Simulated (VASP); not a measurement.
A run of VASP 6.6.1 is set up as follows.

POSCAR

```
H27C5Cl5
1.0
    8.3203350000      0.0000000000      0.0000000000
    0.0000000000      8.3203350000      0.0000000000
    0.0000000000      0.0000000000      8.3203350000
C Cl H
5 5 27
Direct
    0.2934256854      0.5265653366      0.0570049163
    0.3669563786      0.0206361883      0.1037097665
    0.7785984579      0.8969110018      0.5188733386
    0.5964904057      0.3218380029      0.5889426327
   -0.0708985876      0.2049316524      0.1726252609
    0.2586073758      0.5285844861      0.2640999431
    0.5187291137      0.1478786611      0.1714113675
    0.9796720925      0.8516243637      0.4897158588
    0.7020390405      0.4693561016      0.4717598510
   -0.0710428126      0.1991386164     -0.0383878774
    0.3611393051      0.6322822338      0.0270181429
    0.3605744240      0.4068586181      0.0314410417
    0.1692600118      0.5536075170      0.0046392363
    0.2520331213      0.0305035795      0.1688032994
    0.3483032835      0.0269700679     -0.0219101755
    0.4126155978     -0.1040703289      0.1335883711
    0.7436960170      0.9259242567      0.6373421262
    0.7396817556      0.9823282356      0.4377828537
    0.7154399432      0.7916748544      0.4832257355
    0.6702855113      0.2837265567      0.6908135309
    0.4826969106      0.3691798467      0.6413443689
    0.5922477881      0.2329834075      0.4992106688
    0.0266335430      0.2691958918      0.2303392832
   -0.1715555924      0.2654941177      0.2116020569
   -0.0675573760      0.0769920923      0.2119746380
    0.6522093161      0.7328310699      0.1093826150
    0.5661791262      0.7545008705      0.0945755189
    0.7996793398      0.5470933562      0.1457753804
    0.8290651759      0.5653738702      0.0686991569
    0.7636952118      0.6622089135      0.8212650092
    0.6953926735      0.6026920791      0.8068064567
    0.4224228952      0.0352029095      0.5433675447
    0.3496013081      0.0764752862      0.6008171546
    0.2884739617      0.6293857158      0.7224348539
    0.2695564542      0.6997554786      0.7636110806
    1.0834058965      0.2404470493      0.5629460833
    0.9905370397      0.2315291392      0.5695563941
```

The input INCAR.step1:

```
  PREC = Accurate
  ENCUT = 520
  ISMEAR = -1
  SIGMA = 0.05
  LREAL = Auto
  LASPH = True
  NELM = 80
  NBANDS = 65
  GGA = PE
  ALGO = Normal
  EDIFF = 1E-4
  LWAVE = True
  LCHARG = False
```

Contents of INCAR.step2:

```
  PREC = Accurate
  ENCUT = 520
  EDIFF = 1E-6
  ISMEAR = -1
  SIGMA = 0.05
  LREAL = Auto
  LASPH = True
  NELM = 80
  ALGO = Normal
  ISIF = 2
  LWAVE = False
  LCHARG = False
  METAGGA = R2SCAN
  LMIXTAU = True
  IVDW = 12
  VDW_S6 = 1.0
  VDW_S8 = 0.78981345
  VDW_A1 = 0.49484001
  VDW_A2 = 5.73083694
  NBANDS = 65
  ISTART = 1
```

KPOINTS

```
regular mesh
0
Gamma
  1 1 1
```

Potentials or basis: VASP PAW PBE potentials, release 64 (C, Cl, H).

Run with:

```sh
$ cat potpaw_PBE.64/C/POTCAR potpaw_PBE.64/Cl/POTCAR potpaw_PBE.64/H/POTCAR > POTCAR
$ cp INCAR.step1 INCAR
$ mpirun -np 1 vasp_gam > vasp.out
$ cp INCAR.step2 INCAR
$ mpirun -np 1 vasp_gam > vasp.out
```

(1) Predict the band gap on the k mesh.

(2) Estimate the dispersion energy per atom.

Answers

(1) 6.30 eV.

(2) -0.019 eV.

Caveat: the k points lie up to 0.76 Å⁻¹ apart.
